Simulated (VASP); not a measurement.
# K (Fm-3m) in VASP: notebook, part 2 of 2

VASP 6.6.1. Earlier steps stand in the parts before.

## 3. Single point, PBEsol (strained)

File INCAR:

```
SYSTEM = K
ALGO = Normal
EDIFF = 1E-6
ENCUT = 520
GGA = PS
ISIF = 2
ISMEAR = 0
LASPH = .TRUE.
LCHARG = .TRUE.
LELF = .TRUE.
LREAL = .FALSE.
LVHAR = .TRUE.
LWAVE = .FALSE.
NBANDS = 10
NELM = 60
PREC = Accurate
SIGMA = 0.1
```

File KPOINTS:

```
k-points
0
G
  12 12 12
  0 0 0
```

File POSCAR:

```
K
1.0
    0.0000000000      3.4468211577      3.4468211577
    3.4468211577      0.0000000000      3.4468211577
    3.4468211577      3.4468211577      0.0000000000
K
1
Direct
    0.0000000000      0.0000000000      0.0000000000
```

Potentials or basis: VASP PAW PBE potentials, release 64 (K_sv).

Launch:

```sh
cat potpaw_PBE.64/K_sv/POTCAR > POTCAR
mpirun -np 1 vasp_std > vasp.out
```

OUTCAR:

```text
SYSTEM = K
   EDIFF = 1E-6
   ENCUT = 520
   GGA = PS
   ISIF = 2
   ISMEAR = 0
   LASPH = .TRUE.
   LREAL = .FALSE.
   NELM = 60
   PREC = Accurate

 ion  position               nearest neighbor table
   1  0.000  0.000  0.000-

  LATTYP: Found a face centered cubic cell.
 ALAT       =     6.8936423154

  Lattice vectors:

 A1 = (   0.0000000000,   3.4468211577,   3.4468211577)
 A2 = (   3.4468211577,   0.0000000000,   3.4468211577)
 A3 = (   3.4468211577,   3.4468211577,   0.0000000000)

Analysis of symmetry for initial positions (statically):
=====================================================================
 Subroutine PRICEL returns:
 Original cell was already a primitive cell.

 Routine SETGRP: Setting up the symmetry group for a
 face centered cubic supercell.

 Subroutine GETGRP returns: Found 48 space group operations
 (whereof 48 operations were pure point group operations)
 out of a pool of 48 trial point group operations.

The static configuration has the point symmetry O_h .

Analysis of symmetry for dynamics (positions and initial velocities):
=====================================================================
 Subroutine PRICEL returns:
 Original cell was already a primitive cell.

 Routine SETGRP: Setting up the symmetry group for a
 face centered cubic supercell.

 Subroutine GETGRP returns: Found 48 space group operations
 (whereof 48 operations were pure point group operations)
 out of a pool of 48 trial point group operations.

The dynamic configuration has the point symmetry O_h .

 Subroutine INISYM returns: Found 48 space group operations
 (whereof 48 operations are pure point group operations),
 and found     1 'primitive' translations

----------------------------------------------------------------------------------------

                                     Primitive cell

  volume of cell :      81.9004

  direct lattice vectors                    reciprocal lattice vectors
[... 110 lines left out ...]
   GGA     = PS    functional components
   LHFCALC =     F    Hartree Fock is set to
   AEXX    =    0.0000 exact exchange contribution
   IVDW    =     0    specifies the selected vdW correction
   LEPSILON=     F    determine dielectric tensor
   LRPA    =     F    only Hartree local field effects (RPA)
 non-spin polarized calculation
 Gauss-broadening in eV      SIGMA  =   0.10
  energy-cutoff  :      520.00
  volume of cell :       81.90
 maximum number of plane-waves:      2229
   NGX = 19   NGY = 19   NGZ = 19

 number of electron       9.0000000 magnetization

 Free energy of the ion-electron system (eV)
  ---------------------------------------------------
  ext. energy  EPLUGINS =         0.00000000
  ---------------------------------------------------
  free energy    TOTEN  =        -1.12124684 eV

  energy without entropy =       -1.11727704  energy(sigma->0) =       -1.11926194

 E-fermi :  -0.3960     XC(G=0):  -5.4359

 val. band max:       -0.4521359822   @ k =   0.5000   0.2500   0.0833
 cond. band min:      -0.3796413848   @ k =  -0.4167   0.0833   0.0000
 fundamental gap:      0.0724945975
 Fermi energy:        -0.3959839405

 k-point     1 :       0.0000    0.0000    0.0000
  band No.  band energies     occupation
      1     -32.4474      2.00000
      2     -15.9635      2.00000
      3     -15.9635      2.00000
      4     -15.9635      2.00000
      5      -2.3912      2.00000
      6       3.7248      0.00000
      7       3.7248      0.00000
      8       3.7248      0.00000
      9       4.9070      0.00000
     10       4.9070      0.00000
[... 287 lines left out ...]
 k-point    24 :      -0.4167    0.1667    0.0000
  band No.  band energies     occupation
      1     -32.4449      2.00000
      2     -16.0047      2.00000
      3     -15.9781      2.00000
      4     -15.9716      2.00000
      5       0.0129      0.00000
      6       0.4840      0.00000
      7       2.7206      0.00000
      8       3.6522      0.00000
      9       4.7184      0.00000
     10       5.3656      0.00000

 [... further k-points ...]

------------------------ aborting loop because EDIFF is reached ----------------------------------------

  FORCE on cell =-STRESS in cart. coord.  units (eV):
  Direction    XX          YY          ZZ          XY          YZ          ZX
  --------------------------------------------------------------------------------------
  -------------------------------------------------------------------------------------
  Total       -0.2102047     -0.2102047     -0.2102047      0.0000000      0.0000000      0.0000000
  in kB       -4.1121298     -4.1121298     -4.1121298      0.0000000      0.0000000      0.0000000
  external PRESSURE =      -4.1121298 kB  Pullay stress =       0.0000000 kB

 VOLUME and BASIS-vectors are now :
 -----------------------------------------------------------------------------
  energy-cutoff  :      520.00
  volume of cell :       81.90
      direct lattice vectors                 reciprocal lattice vectors
     0.000000000  3.446821158  3.446821158    -0.145061196  0.145061196  0.145061196
     3.446821158  0.000000000  3.446821158     0.145061196 -0.145061196  0.145061196
     3.446821158  3.446821158  0.000000000     0.145061196  0.145061196 -0.145061196

 POSITION                                       TOTAL-FORCE (eV/Angst)
 -----------------------------------------------------------------------------------
      0.00000      0.00000      0.00000         0.000000      0.000000      0.000000
 -----------------------------------------------------------------------------------
    total drift:                               -0.000000     -0.000000     -0.000000

  FREE ENERGIE OF THE ION-ELECTRON SYSTEM (eV)
  ---------------------------------------------------
  free  energy   TOTEN  =        -1.1212468427 eV

  energy  without entropy=       -1.1172770407  energy(sigma->0) =       -1.11926194
```

stdout:

```text
POSCAR found type information on POSCAR K
 POSCAR found :  1 types and       1 ions
 scaLAPACK will be used
 -----------------------------------------------------------------------------
|                                                                             |
|                                                                             |
|     You enforced a specific xc type in the INCAR file but a different       |
|     I HOPE YOU KNOW WHAT YOU ARE DOING!                                     |
|                                                                             |
 -----------------------------------------------------------------------------

 LDA part: xc-table for (Slater+PW92), standard interpolation
 POSCAR, INCAR and KPOINTS ok, starting setup
 FFT: planning ... GRIDC
 FFT: planning ... GRID_SOFT
 FFT: planning ... GRID
 WAVECAR not read
 entering main loop
```

Wall time 24 s (1 thread of AMD EPYC 9R45 (Zen 5), shared host); peak memory 0.19 GiB.

What came out:

```
Free energy            : -1.1212 eV
Pressure               : -0.4 GPa
Band gap on the k mesh : zero (an odd number of electrons rules out a gap without spin polarisation)
```

Caveat: the cell differs from its parent crystal (strained); the PAW data sets were made with another functional, which shifts forces and pressure a little.
